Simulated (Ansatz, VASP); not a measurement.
**One calculation of Ru5Rh, two programs**

```
CELL_PARAMETERS angstrom
2.72116 0.00000 0.00000
0.00000 4.29600 0.00000
0.00000 0.00000 21.49870
ATOMIC_POSITIONS crystal
Ru 0.75000 0.75000 0.37826
Ru 0.25000 0.25000 0.40831
Ru 0.75000 0.25000 0.51718
Ru 0.75000 0.75000 0.59169
Ru 0.25000 0.25000 0.62174
Rh 0.25000 0.75000 0.48282
```

Alike in both runs: task single point; functional PBE; k mesh 12 × 8 × 1; occupations fermi-dirac, width 0.1 eV; no spin polarisation.

|  | VASP | Ansatz |
| --- | --- | --- |
| version | VASP 6.6.1 | Ansatz 0.2.0 |
| potentials or method | VASP PAW PBE potentials, release 64 (Ru_pv, Rh_pv) | PAW with Ansatz's default frozen-core files, scalar-relativistic |
| plane-wave cutoff (eV) | 520 | 420 |
| valence electrons in the cell | 85 | 97 |

|  | VASP | Ansatz | Ansatz less VASP |
| --- | --- | --- | --- |
| rms of the force components (eV/Å) | 0.119 | 0.119 | -0.0003 |

VASP's potentials hold 85 valence electrons a cell and Ansatz's 97, so a difference there can come from the potentials and not from the codes.
